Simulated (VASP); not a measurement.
Wanted: the native input for a VASP 6.6.1 run.

- Task: relaxation of cell and atoms
- Functional: PBEsol
- Potentials or basis: VASP PAW PBE potentials, release 64 (Mg, O)
- Cutoff: 600 eV
- k mesh: 6 × 6 × 4
- Occupations: methfessel-paxton, width 0.02 eV
- Spin: no spin polarisation
- Target pressure: 10 GPa
- Dipole correction: no
- Further INCAR settings: ALGO = Normal; EDIFF = 1e-07; IBRION = 2; EDIFFG = -0.01; NSW = 80; ISIF = 3

The structure of MgO lies in POSCAR:

```
MgO
1.0
    3.3077869900      0.0000000000      0.0000000000
   -1.6538934950      2.8646275636      0.0000000000
    0.0000000000      0.0000000000      4.9828816700
Mg O
2 2
Direct
    0.3333333333      0.6666666667      0.0021597400
    0.6666666667      0.3333333333      0.5021597400
    0.3333333333      0.6666666667      0.4024402600
    0.6666666667      0.3333333333      0.9024402600
```

One way to write it, as run:

INCAR

```
SYSTEM = MgO
PREC = Accurate ; ENCUT = 600
EDIFF = 1E-7 ; ISMEAR = 1
SIGMA = 0.02 ; LREAL = .False.
LASPH = .True. ; NELM = 100
ALGO = Normal ; ISIF = 3
LWAVE = .False. ; LCHARG = .False.
GGA = PS ; IBRION = 2
NSW = 80 ; EDIFFG = -0.01
PSTRESS = 100.0
```

KPOINTS

```
regular mesh
0
Gamma
  6 6 4
  0 0 0
```

Potentials or basis: VASP PAW PBE potentials, release 64 (Mg, O).

Command:

```console
$ cat potpaw_PBE.64/Mg/POTCAR potpaw_PBE.64/O/POTCAR > POTCAR
$ mpirun -np 1 vasp_std > vasp.out
```

It gave:

| Item | Value |
| --- | --- |
| Relaxed volume | 10.34 Å³/atom |
| Relaxed cell | a = 3.410 Å, b = 3.410 Å, c = 4.108 Å, α = 90.00°, β = 90.00°, γ = 120.00° |
| Space group after relaxing (to 0.05 Å) | P6_3/mmc (No. 194) |
| Energy change on relaxing (the enthalpy is what falls) | -32.4 meV/atom |
| Ionic steps | 42 |
| Pressure after relaxing | 10.1 GPa |
| Largest force after relaxing | 0.004 eV/Å |
| Band gap on the k mesh | 3.62 eV, direct |

Caveat: the cell is relaxed towards a set pressure, so the enthalpy falls and the energy may rise; the PAW data sets were made with another functional, which shifts forces and pressure a little.

It took 7.8 min on 1 thread of Intel(R) Xeon(R) Platinum 8259CL CPU @ 2.50GHz (Skylake/Cascade Lake), on a shared host, peak memory 0.19 GiB.
